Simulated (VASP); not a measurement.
Input of a VASP 6.6.1 run:

File INCAR:

```
SYSTEM = Be3ZnSe4
  PREC = Accurate
  ENCUT = 520
  EDIFF = 1E-7
  ISMEAR = 0
  SIGMA = 0.1
  LREAL = .FALSE.
  LASPH = .TRUE.
  NELM = 80
  ALGO = Normal
  ISIF = 2
  LWAVE = .FALSE.
  LCHARG = .TRUE.
  GGA = PE
  LELF = .TRUE.
  LVHAR = .TRUE.
  NBANDS = 31
```

File KPOINTS:

```
regular mesh
0
G
  4 4 4
  0 0 0
```

The input POSCAR:

```
Be3ZnSe4
1.0
   -2.6532047900      2.6532047900      5.3064095700
    2.6532047900     -2.6532047900      5.3064095700
    2.6532047900      2.6532047900     -5.3064095700
Be Zn Se
3 1 4
Direct
    0.7500000000      0.2500000000      0.5000000000
    0.2500000000      0.7500000000      0.5000000000
    0.5000000000      0.5000000000      0.0000000000
    0.0000000000      0.0000000000      0.0000000000
    0.3750000000      0.8750000000      0.0000000000
    0.8750000000      0.3750000000      0.0000000000
    0.6250000000      0.6250000000      0.5000000000
    0.1250000000      0.1250000000      0.5000000000
```

Potentials or basis: VASP PAW PBE potentials, release 64 (Be, Zn, Se).

Launch:

```bash
$ cat potpaw_PBE.64/Be/POTCAR potpaw_PBE.64/Zn/POTCAR potpaw_PBE.64/Se/POTCAR > POTCAR
$ mpirun -np 1 vasp_std > vasp.out
```

Q: What does it give for the band gap on the k mesh?

A: 2.69 eV, direct.

Q: Estimate the largest force.

A: 1.954 eV/Å.

Q: What does it give for the pressure?

A: 2.1 GPa.

Forces on the atoms (eV/Å):
```
Be   0.000  0.000  0.000
Be   0.000  0.000  0.000
Be   0.000  0.000  0.000
Zn   0.000  0.000  0.000
Se  -1.137  1.137  1.110
Se   1.137 -1.137  1.110
Se  -1.137 -1.137 -1.110
Se   1.137  1.137 -1.110
```

Caveat: forces of over 1 eV/Å act on the atoms, so gaps and moduli don't describe the material at rest. A k mesh can miss the band edges.
